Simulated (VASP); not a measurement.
Write the native input for VASP 6.6.1 that does the following.

- Task: single point
- Functional: PBEsol
- Potentials or basis: VASP PAW PBE potentials, release 64 (Si, Ni)
- Cutoff: 520 eV
- k mesh: 12 × 12 × 8
- Occupations: gaussian, width 0.1 eV
- Spin: no spin polarisation
- Dipole correction: no
- Further INCAR settings: ALGO = Fast; EDIFF = 1e-06; NBANDS = 33

The structure of SiNi2 lies in POSCAR:

```
SiNi2
1.0
    3.7982750750      0.0000000000      0.0000000000
   -1.8991375375      3.2894027055      0.0000000000
    0.0000000000      0.0000000000      4.7943635013
Si Ni
2 4
Direct
    0.3333333333      0.6666666667      0.7500000000
    0.6666666667      0.3333333333      0.2500000000
    0.0000000000      0.0000000000      0.0000000000
    0.0000000000      0.0000000000      0.5000000000
    0.3333333333      0.6666666667      0.2500000000
    0.6666666667      0.3333333333      0.7500000000
```

The input as run:

INCAR

```
SYSTEM = SiNi2
PREC     = Accurate       ! precision mode
ENCUT    = 520            ! plane-wave cutoff, eV
EDIFF    = 1E-6           ! SCF threshold, eV
ISMEAR   = 0              ! smearing method
SIGMA    = 0.1            ! smearing width, eV
LREAL    = .False.        ! projectors in reciprocal space
LASPH    = .True.         ! aspherical terms in the spheres
NELM     = 60             ! most SCF steps
ALGO     = Fast           ! electronic algorithm
ISIF     = 2              ! what is computed and relaxed
LWAVE    = .False.        ! write WAVECAR
LCHARG   = .False.        ! write CHGCAR
GGA      = PS             ! functional
NBANDS   = 33             ! bands
```

KPOINTS

```
regular mesh
0
Gamma
  12 12 8
  0 0 0
```

Potentials or basis: VASP PAW PBE potentials, release 64 (Si, Ni).

Command:

```sh
$ cat potpaw_PBE.64/Si/POTCAR potpaw_PBE.64/Ni/POTCAR > POTCAR
$ mpirun -np 1 vasp_std > vasp.out
```

It gave:

```
Pressure               : 16.4 GPa
Band gap on the k mesh : zero (bands 24 and 25 overlap by 3.64 eV)
```

Caveat: the cell stands under pressure; the PAW data sets were made with another functional, which shifts forces and pressure a little.

Wall time 120 s on 1 thread of Intel(R) Xeon(R) 6975P-C (Granite Rapids) (shared host), peak memory 0.27 GiB.
